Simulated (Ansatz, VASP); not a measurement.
## One calculation of PbS, two programs

```
CELL_PARAMETERS angstrom
2.88047 -2.84080 0.00000
2.88047 2.84080 0.00000
-1.05800 0.00000 11.47026
ATOMIC_POSITIONS crystal
Pb 0.77560 0.77560 0.63638
Pb 0.22440 0.22440 0.36362
S 0.26840 0.26840 0.59860
S 0.73160 0.73160 0.40140
```

Change from the starting cell: volume scaled by 0.94.

Alike in both runs: task single point; functional PBE; k mesh 7 × 7 × 3; occupations fermi-dirac, width 0.01 eV; no spin polarisation.

```csv
,VASP,Ansatz
version,VASP 6.6.1,Ansatz 0.2.0
potentials or method,"VASP PAW PBE potentials, release 64 (Pb_d, S), cutoff 500 eV","all-electron LAPW, scalar-relativistic"
```

|  | VASP | Ansatz | Ansatz less VASP |
| --- | --- | --- | --- |
| gap on the k mesh at the Fermi level (eV) | 1.16 | 1.16 | +0.004 |
| rms of the force components (eV/Å) | 0.038 | 0.039 | +0.0011 |

Atom by atom the forces differ by 0.003 eV/Å (rms over components). Ansatz ran all-electron here, and VASP with PAW potentials.

Neither program's run includes spin-orbit coupling.
